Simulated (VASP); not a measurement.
The system is AlP (v.bA).

```xyz
2
Lattice="0.0000 2.7350 2.7350 2.7350 0.0000 2.7350 2.7350 2.7350 0.0000" Properties=species:S:1:pos:R:3 pbc="T T T"
Al    0.0000    0.0000    0.0000
P     1.3675    1.3675    1.3675
```

```yaml
Program: VASP 6.6.1
Task: relaxation of cell and atoms
Functional: PBE
Potentials_or_basis: VASP PAW PBE potentials, release 64 (Al, P)
Cutoff: 500 eV
k_mesh: 8 × 8 × 8
Occupations: gaussian, width 0.02 eV
Spin: no spin polarisation
```

At the start: pressure 1.7 GPa; volume 20.46 Å³/atom.

Q: Where does the relaxation end?

A: Over 3 steps the energy falls by 2.1 meV/atom and the volume is 20.86 Å³/atom (+2.0 %); space group F-43m (No. 216, to 0.05 Å).

Step by step:
```csv
step,energy change (eV),largest force (eV/Å),pressure (GPa),volume (Å³)
1,0.0000,0.0000,1.68,40.92
2,-0.0027,0.0000,-0.92,42.20
3,-0.0041,0.0000,0.00,41.72
```

Final structure:
```xyz
2
Lattice="0.0000 2.7528 2.7528 2.7528 0.0000 2.7528 2.7528 2.7528 0.0000" Properties=species:S:1:pos:R:3 pbc="T T T"
Al    0.0000    0.0000    0.0000
P     1.3764    1.3764    1.3764
```
